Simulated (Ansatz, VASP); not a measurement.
**One calculation of BAs, two programs**

POSCAR

```
BAs
1.0
    0.0000000000      2.4043183418      2.4043183418
    2.4043183418      0.0000000000      2.4043183418
    2.4043183418      2.4043183418      0.0000000000
As B
1 1
Direct
    0.7500000000      0.7500000000      0.7500000000
    0.0000000000      0.0000000000      0.0000000000
```

File INCAR.step1:

```
ALGO     = Normal         # electronic algorithm
EDIFF    = 1E-5           # SCF threshold, eV
ENCUT    = 520            # plane-wave cutoff, eV
GGA      = PE             # functional
ISIF     = 2              # what is computed and relaxed
ISMEAR   = -1             # smearing method
LASPH    = T              # aspherical terms in the spheres
LCHARG   = F              # write CHGCAR
LREAL    = F              # projectors in reciprocal space
LWAVE    = T              # write WAVECAR
NBANDS   = 11             # bands
NELM     = 100            # most SCF steps
PREC     = Accurate       # precision mode
SIGMA    = 0.05           # smearing width, eV
```

The input INCAR.step2:

```
AEXX     = 0.1            # exact-exchange fraction
ALGO     = Normal         # electronic algorithm
EDIFF    = 1E-6           # SCF threshold, eV
ENCUT    = 520            # plane-wave cutoff, eV
ISIF     = 2              # what is computed and relaxed
ISMEAR   = -1             # smearing method
ISTART   = 1            
LASPH    = T              # aspherical terms in the spheres
LCHARG   = F              # write CHGCAR
LHFCALC  = T              # exact exchange
LMIXTAU  = T            
LREAL    = F              # projectors in reciprocal space
LWAVE    = F              # write WAVECAR
METAGGA  = R2SCAN         # meta-GGA
NBANDS   = 11             # bands
NELM     = 100            # most SCF steps
PREC     = Accurate       # precision mode
PRECFOCK = Normal       
SIGMA    = 0.05           # smearing width, eV
```

File KPOINTS:

```
k-points
0
Gamma
  5 5 5
```

The input input.yaml:

```yaml
crystal:
  lattice:
    - [0.0, 2.4043183418, 2.4043183418]
    - [2.4043183418, 0.0, 2.4043183418]
    - [2.4043183418, 2.4043183418, 0.0]
  atoms:
    - { symbol: As, position: [0.75, 0.75, 0.75] }
    - { symbol: B, position: [0.0, 0.0, 0.0] }
hamiltonian:
  xc: r2scanh
  pseudopotentials: { kind: paw }
kpoints:
  mp_grid: { grid: [5, 5, 5] }
scf:
  occupations: { method: fermi_dirac, width: 0.05 }
output:
  forces: true
  stress: true
  eigenvalues: true
```

Alike in both runs: task single point; functional r2SCANh; k mesh 5 × 5 × 5; occupations fermi-dirac, width 0.05 eV; no spin polarisation.

|  | VASP | Ansatz |
| --- | --- | --- |
| version | VASP 6.6.1 | Ansatz 0.2.0 |
| potentials or method | VASP PAW PBE potentials, release 64 (As, B) | Ansatz PAW |
| plane-wave cutoff (eV) | 520 | 500 |
| valence electrons in the cell | 8 | 18 |

Ansatz gave:

```
gap on the k mesh at the Fermi level (eV) : 1.88
least direct gap on the mesh (eV)         : 3.98
pressure (GPa)                            : -2.9
```

Task: What did VASP give for the same quantities?

Result: gap on the k mesh at the Fermi level (eV): 1.90; least direct gap on the mesh (eV): 4.00; pressure (GPa): -2.9.

VASP's potentials were made for PBE, not for r2SCANh. VASP's potentials hold 8 valence electrons a cell and Ansatz's 18, so a difference there can come from the potentials and not from the codes.

The k mesh is coarse, so the values compare programs but aren't converged. Noted on Ansatz's run: odd divisions of the mesh miss points on the zone boundary, where band edges often lie, so the gap on the mesh can be too wide.
